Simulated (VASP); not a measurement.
# Rb (Im-3m) in VASP: notebook

Rb is run at these levels: revPBE+D3(BJ), revPBE+D4; tasks: single point.

Program: VASP 6.6.1. These are calculated values, not measurements. Logs are shortened: lines on timing, memory, paths and dates and some standing lists are left out, and cuts for length are marked.

## 1. The cell of the first run

The structure is cubic, space group Im-3m (No. 229). The conventional cell has a = 5.637 Å, b = 5.637 Å, c = 5.637 Å, α = 90.00°, β = 90.00°, γ = 90.00°.

## 2. Single point, revPBE+D3(BJ)

The input, INCAR:

```
SYSTEM = Rb
PREC     = Accurate       ! precision mode
ENCUT    = 520            ! plane-wave cutoff, eV
EDIFF    = 1E-6           ! SCF threshold, eV
ISMEAR   = -1             ! smearing method
SIGMA    = 0.05           ! smearing width, eV
LREAL    = .False.        ! projectors in reciprocal space
LASPH    = .True.         ! aspherical terms in the spheres
NELM     = 100            ! most SCF steps
ALGO     = Normal         ! electronic algorithm
ISIF     = 2              ! what is computed and relaxed
LWAVE    = .False.        ! write WAVECAR
LCHARG   = .False.        ! write CHGCAR
GGA      = RE             ! functional
IVDW     = 12             ! dispersion correction
NBANDS   = 10             ! bands
```

The input, KPOINTS:

```
regular mesh
0
Gamma
  7 7 7
  0 0 0
```

The input, POSCAR:

```
Rb
1.0
   -2.8186849424      2.8186849424      2.8186849424
    2.8186849424     -2.8186849424      2.8186849424
    2.8186849424      2.8186849424     -2.8186849424
Rb
1
Direct
    0.0000000000      0.0000000000      0.0000000000
```

Potentials or basis: VASP PAW PBE potentials, release 64 (Rb_sv).

Command:

```sh
cat potpaw_PBE.64/Rb_sv/POTCAR > POTCAR
mpirun -np 1 vasp_std > vasp.out
```

OUTCAR:

```text
SYSTEM = Rb
   PREC = Accurate
   ENCUT = 520
   EDIFF = 1E-6
   ISMEAR = -1
   LREAL = .False.
   LASPH = .True.
   NELM = 100
   ISIF = 2
   GGA = RE
   IVDW = 12
 IVDW          = 12

 ion  position               nearest neighbor table
   1  0.000  0.000  0.000-

  LATTYP: Found a body centered cubic cell.
 ALAT       =     5.6373698848

  Lattice vectors:

 A1 = (  -2.8186849424,   2.8186849424,   2.8186849424)
 A2 = (   2.8186849424,  -2.8186849424,   2.8186849424)
 A3 = (   2.8186849424,   2.8186849424,  -2.8186849424)

Analysis of symmetry for initial positions (statically):
=====================================================================
 Subroutine PRICEL returns:
 Original cell was already a primitive cell.

 Routine SETGRP: Setting up the symmetry group for a
 body centered cubic supercell.

 Subroutine GETGRP returns: Found 48 space group operations
 (whereof 48 operations were pure point group operations)
 out of a pool of 48 trial point group operations.

The static configuration has the point symmetry O_h .

Analysis of symmetry for dynamics (positions and initial velocities):
=====================================================================
 Subroutine PRICEL returns:
 Original cell was already a primitive cell.

 Routine SETGRP: Setting up the symmetry group for a
 body centered cubic supercell.

 Subroutine GETGRP returns: Found 48 space group operations
 (whereof 48 operations were pure point group operations)
 out of a pool of 48 trial point group operations.

The dynamic configuration has the point symmetry O_h .

 Subroutine INISYM returns: Found 48 space group operations
 (whereof 48 operations are pure point group operations),
 and found     1 'primitive' translations

----------------------------------------------------------------------------------------

                                     Primitive cell

  volume of cell :      89.5776

  direct lattice vectors                    reciprocal lattice vectors
    -2.818684942  2.818684942  2.818684942     0.000000000  0.177387686  0.177387686
     2.818684942 -2.818684942  2.818684942     0.177387686  0.000000000  0.177387686
     2.818684942  2.818684942 -2.818684942     0.177387686  0.177387686  0.000000000

  length of vectors
     4.882105531  4.882105531  4.882105531     0.250864072  0.250864072  0.250864072

  position of ions in fractional coordinates (direct lattice)
     0.000000000  0.000000000  0.000000000

  ion indices of the primitive-cell ions
   primitive index   ion index
                 1           1

----------------------------------------------------------------------------------------

 KPOINTS: regular mesh

Automatic generation of k-mesh.
 Grid dimensions read from file:
 generate k-points for:    7    7    7

 Generating k-lattice:

  Cartesian coordinates                     Fractional coordinates (reciprocal lattice)
     0.000000000  0.025341098  0.025341098     0.142857143  0.000000000  0.000000000
     0.025341098  0.000000000  0.025341098     0.000000000  0.142857143  0.000000000
     0.025341098  0.025341098  0.000000000     0.000000000  0.000000000  0.142857143

  Length of vectors
     0.035837725  0.035837725  0.035837725

  Shift w.r.t. Gamma in fractional coordinates (k-lattice)
     0.000000000  0.000000000  0.000000000

 Subroutine IBZKPT returns following result:
 ===========================================

 Found     20 irreducible k-points:

 Following reciprocal coordinates:
            Coordinates               Weight
  0.000000  0.000000  0.000000      1.000000
  0.142857  0.000000  0.000000     12.000000
  0.285714  0.000000  0.000000     12.000000
  0.428571  0.000000  0.000000     12.000000
  0.142857  0.142857  0.000000     24.000000
  0.285714  0.142857 -0.000000     48.000000
[... 12 lines left out ...]
 -0.428571 -0.428571  0.285714      8.000000
 -0.428571  0.428571  0.428571      6.000000
   k-points           NKPTS =     20   k-points in BZ     NKDIM =     20   number of bands    NBANDS=     10
   number of dos      NEDOS =    301   number of ions     NIONS =      1
   total plane-waves  NPLWV =  46656
   dimension x,y,z NGX =    36 NGY =   36 NGZ =   36
   dimension x,y,z NGXF=    72 NGYF=   72 NGZF=   72
   ions per type =               1
   NGX,Y,Z   is equivalent  to a cutoff of  12.26, 12.26, 12.26 a.u.
   NGXF,Y,Z  is equivalent  to a cutoff of  24.52, 24.52, 24.52 a.u.
 SYSTEM =  Rb
   PREC   = accura    normal or accurate (medium, high low for compatibility)
   ISTART =      0    job   : 0-new  1-cont  2-samecut
   ICHARG =      2    charge: 1-file 2-atom 10-const
   ISPIN  =      1    spin polarized calculation?
   LNONCOLLINEAR =      F non collinear calculations
   LSORBIT =      F    spin-orbit coupling
   LASPH  =      T    aspherical Exc in radial PAW
   ENCUT  =  520.0 eV  38.22 Ry    6.18 a.u.   9.08  9.08  9.08*2*pi/ulx,y,z
   NELM   =    100;   NELMIN=  2; NELMDL= -5     # of ELM steps
   EDIFF  = 0.1E-05   stopping-criterion for ELM
   LREAL  =      F    real-space projection
   EDIFFG = 0.1E-04   stopping-criterion for IOM
   NSW    =      0    number of steps for IOM
   IBRION =     -1    ionic relax: 0-MD 1-quasi-New 2-CG
   NFREE  =      0    steps in history (QN), initial steepest desc. (CG)
   ISIF   =      2    stress and relaxation
   ISYM   =      2    0-nonsym 1-usesym 2-fastsym
   POTIM  = 0.5000    time-step for ionic-motion
   TEBEG  =    0.0;   TEEND  =   0.0 temperature during run
   PSTRESS=    0.0 pullay stress
   NELECT =       9.0000    total number of electrons
   NUPDOWN=      -1.0000    fix difference up-down
   EMIN   =  10.00;   EMAX   =-10.00  energy-range for DOS
   EFERMI =   0.00;   METHOD = LEGACY
   ISMEAR =    -1;   SIGMA  =   0.05  broadening in eV -4-tet -1-fermi 0-gaus
   EFERMI_NEDOS =   21; number of points for ismear=-14 and -15
   IALGO  =     38    algorithm
   IMIX   =      4    mixing-type and parameters
     AMIX     =   0.40;   BMIX     =  1.00
     AMIX_MAG =   1.60;   BMIX_MAG =  1.00
  volume/ion in A,a.u.               =      89.58       604.50
  Fermi-wavevector in a.u.,A,eV,Ry     =   0.761066  1.438207  7.880792  0.579222
  Thomas-Fermi vector in A             =   1.860224
   LORBIT       =      0    0 simple, 1 ext, 2 COOP (PROOUT), +10 PAW based schemes
   GGA     = RE    functional components
   LHFCALC =     F    Hartree Fock is set to
   AEXX    =    0.0000 exact exchange contribution
   IVDW    =    12    specifies the selected vdW correction
   LEPSILON=     F    determine dielectric tensor
   LRPA    =     F    only Hartree local field effects (RPA)
 non-spin polarized calculation
  energy-cutoff  :      520.00
  volume of cell :       89.58
 maximum number of plane-waves:      2435
   NGX = 19   NGY = 19   NGZ = 19

 number of electron       9.0000000 magnetization

 Free energy of the ion-electron system (eV)
  ---------------------------------------------------
  ext. energy  EPLUGINS =         0.00000000
  ---------------------------------------------------
  free energy    TOTEN  =        -0.83187313 eV

  energy without entropy =       -0.82396786  energy(sigma->0) =       -0.82792050

 E-fermi :   0.1535     XC(G=0):  -5.3877

 val. band max:        0.1027805466   @ k =  -0.2857   0.4286   0.1429
 cond. band min:       0.2625071850   @ k =  -0.4286   0.4286   0.1429
 fundamental gap:      0.1597266385
 Fermi energy:         0.1535235352

 k-point     1 :       0.0000    0.0000    0.0000
  band No.  band energies     occupation
      1     -28.7860      2.00000
      2     -12.8335      2.00000
      3     -12.8335      2.00000
      4     -12.8335      2.00000
      5      -1.8235      2.00000
      6       3.8980      0.00000
      7       3.8980      0.00000
      8       3.8980      0.00000
      9       4.8151      0.00000
     10       4.8151      0.00000

 k-point     2 :       0.1429    0.0000    0.0000
  band No.  band energies     occupation
      1     -28.7851      2.00000
      2     -12.8525      2.00000
      3     -12.8398      2.00000
      4     -12.8335      2.00000
      5      -1.5825      2.00000
      6       3.4455      0.00000
      7       3.5874      0.00000
      8       4.1225      0.00000
      9       4.5514      0.00000
     10       4.7360      0.00000

 k-point     3 :       0.2857    0.0000    0.0000
  band No.  band energies     occupation
      1     -28.7832      2.00000
      2     -12.8943      2.00000
      3     -12.8536      2.00000
      4     -12.8336      2.00000
      5      -0.9049      2.00000
      6       2.3589      0.00000
      7       3.1002      0.00000
      8       4.6858      0.00000
      9       4.7504      0.00000
     10       4.7748      0.00000

 k-point     4 :       0.4286    0.0000    0.0000
  band No.  band energies     occupation
      1     -28.7817      2.00000
      2     -12.9272      2.00000
      3     -12.8647      2.00000
      4     -12.8336      2.00000
      5       0.0578      1.74307
      6       1.2838      0.00000
      7       2.8096      0.00000
      8       4.5575      0.00000
      9       5.0820      0.00000
     10       5.7818      0.00000
[... 170 lines left out ...]
 k-point    18 :      -0.4286    0.4286    0.2857
  band No.  band energies     occupation
      1     -28.7795      2.00000
      2     -12.9113      2.00000
      3     -12.8877      2.00000
      4     -12.8774      2.00000
      5       0.7530      0.00001
      6       1.5690      0.00000
      7       2.8986      0.00000
      8       3.1912      0.00000
      9       4.1019      0.00000
     10       5.7642      0.00000

 k-point    19 :      -0.4286   -0.4286    0.2857
  band No.  band energies     occupation
      1     -28.7789      2.00000
      2     -12.9053      2.00000
      3     -12.9053      2.00000
      4     -12.8805      2.00000
      5       1.3256      0.00000
      6       1.3256      0.00000
      7       2.3968      0.00000
      8       3.8048      0.00000
      9       3.8048      0.00000
     10       5.5249      0.00000

 k-point    20 :      -0.4286    0.4286    0.4286
  band No.  band energies     occupation
      1     -28.7783      2.00000
      2     -12.9035      2.00000
      3     -12.9003      2.00000
      4     -12.9003      2.00000
      5       1.2260      0.00000
      6       1.4812      0.00000
      7       3.2914      0.00000
      8       3.3949      0.00000
      9       3.3949      0.00000
     10       5.6888      0.00000

------------------------ aborting loop because EDIFF is reached ----------------------------------------

 Edisp (eV)   -0.17186

 E8    (eV) :    -0.1343

  FORCE on cell =-STRESS in cart. coord.  units (eV):
  Direction    XX          YY          ZZ          XY          YZ          ZX
  --------------------------------------------------------------------------------------
  -------------------------------------------------------------------------------------
  Total       0.00089     0.00089     0.00089    -0.00000     0.00000    -0.00000
  in kB       0.01590     0.01590     0.01590    -0.00000     0.00000    -0.00000
  external pressure =        0.02 kB  Pullay stress =        0.00 kB

 VOLUME and BASIS-vectors are now :
 -----------------------------------------------------------------------------
  energy-cutoff  :      520.00
  volume of cell :       89.58
      direct lattice vectors                 reciprocal lattice vectors
    -2.818684942  2.818684942  2.818684942     0.000000000  0.177387686  0.177387686
     2.818684942 -2.818684942  2.818684942     0.177387686  0.000000000  0.177387686
     2.818684942  2.818684942 -2.818684942     0.177387686  0.177387686  0.000000000

 POSITION                                       TOTAL-FORCE (eV/Angst)
 -----------------------------------------------------------------------------------
      0.00000      0.00000      0.00000        -0.000000      0.000000     -0.000000
 -----------------------------------------------------------------------------------
    total drift:                               -0.000000      0.000000      0.000000

  FREE ENERGIE OF THE ION-ELECTRON SYSTEM (eV)
  ---------------------------------------------------
  free  energy   TOTEN  =        -1.0037368593 eV

  energy  without entropy=       -0.9958315865  energy(sigma->0) =       -0.99978422
```

Run time: 9.4 s. Hardware: 1 thread of Intel Xeon Platinum 8488C (Sapphire Rapids), shared host; peak memory 0.2 GiB.

Results:

```
Free energy                : -1.0037 eV
Pressure                   : 0.0 GPa
Dispersion energy per atom : -0.172 eV
```

Caveat: the PAW data sets were made with another functional, which shifts forces and pressure a little; pairwise dispersion overbinds metals, which lowers pressure and volume.

## 3. Single point, revPBE+D4

This run uses another cell than the first one, of 93.73 Å³/atom, 1.046 times its volume.

The input, INCAR:

```
PREC = Accurate
ENCUT = 520
EDIFF = 1E-6
ISMEAR = -1
SIGMA = 0.05
LREAL = F
LASPH = T
NELM = 60
ALGO = Normal
ISIF = 2
LWAVE = F
LCHARG = F
GGA = RE
IVDW = 13
NBANDS = 10
```

The input, KPOINTS:

```
regular mesh
0
Gamma
  7 7 7
```

The input, POSCAR:

```
Rb
1.0
   -2.8615667078      2.8615667078      2.8615667078
    2.8615667078     -2.8615667078      2.8615667078
    2.8615667078      2.8615667078     -2.8615667078
Rb
1
Direct
    0.0000000000      0.0000000000      0.0000000000
```

Potentials or basis: VASP PAW PBE potentials, release 64 (Rb_sv).

Command:

```sh
cat potpaw_PBE.64/Rb_sv/POTCAR > POTCAR
mpirun -np 1 vasp_std > vasp.out
```

It took 15 s on 1 thread of Intel Xeon Platinum 8488C (Sapphire Rapids), shared host; peak memory 0.23 GiB.

It converged, with:

```
Free energy                : -0.9197 eV
Pressure                   : 0.0 GPa
Dispersion energy per atom : -0.082 eV
```

Levels at points of the mesh, in eV from the Fermi level:
```
           k point  band 1  band 2  band 3  band 4  band 5  band 6  band 7  band 8  band 9  band 10
(0.00, 0.00, 0.00)  -28.96  -13.02  -13.02  -13.02   -1.92    3.70    3.70    3.70    4.59     4.59
```

Caveat: the PAW data sets were made with another functional, which shifts forces and pressure a little; pairwise dispersion overbinds metals, which lowers pressure and volume.
